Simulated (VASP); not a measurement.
A run of VASP 6.6.1 is set up as follows.

File INCAR:

```
SYSTEM = ZrS
PREC     = Accurate       ! precision mode
ENCUT    = 520            ! plane-wave cutoff, eV
EDIFF    = 1E-6           ! SCF threshold, eV
ISMEAR   = 0              ! smearing method
SIGMA    = 0.15           ! smearing width, eV
LREAL    = .False.        ! projectors in reciprocal space
LASPH    = .True.         ! aspherical terms in the spheres
NELM     = 100            ! most SCF steps
ALGO     = Normal         ! electronic algorithm
ISIF     = 2              ! what is computed and relaxed
LWAVE    = .False.        ! write WAVECAR
LCHARG   = .False.        ! write CHGCAR
GGA      = PS             ! functional
NBANDS   = 16             ! bands
```

File KPOINTS:

```
Automatic mesh
0
Gamma
  16 16 16
  0 0 0
```

Contents of POSCAR:

```
ZrS
1.0
    0.0000000000      2.7300000000      2.4150000000
    2.7300000000      0.0000000000      2.4150000000
    2.7300000000      2.7300000000      0.0000000000
Zr S
1 1
Direct
    0.0000000000      0.0000000000      0.0000000000
    0.5000000000      0.5000000000      0.5000000000
```

Potentials or basis: VASP PAW PBE potentials, release 64 (Zr_sv, S).

The run is started by

```sh
$ cat potpaw_PBE.64/Zr_sv/POTCAR potpaw_PBE.64/S/POTCAR > POTCAR
$ mpirun -np 1 vasp_std > vasp.out
```

Predict the band gap on the k mesh.

zero (bands 9 and 10 overlap by 2.98 eV).

What does it give for the pressure?

0.3 GPa.

Stress tensor (GPa, compression positive):
```
-12.90   0.00   0.00
  0.00 -12.90   0.00
  0.00   0.00  26.76
```

Caveat: the cell differs from its parent crystal (strain +0.040 along x and y, -0.080 along z); the PAW data sets were made with another functional, which shifts forces and pressure a little.
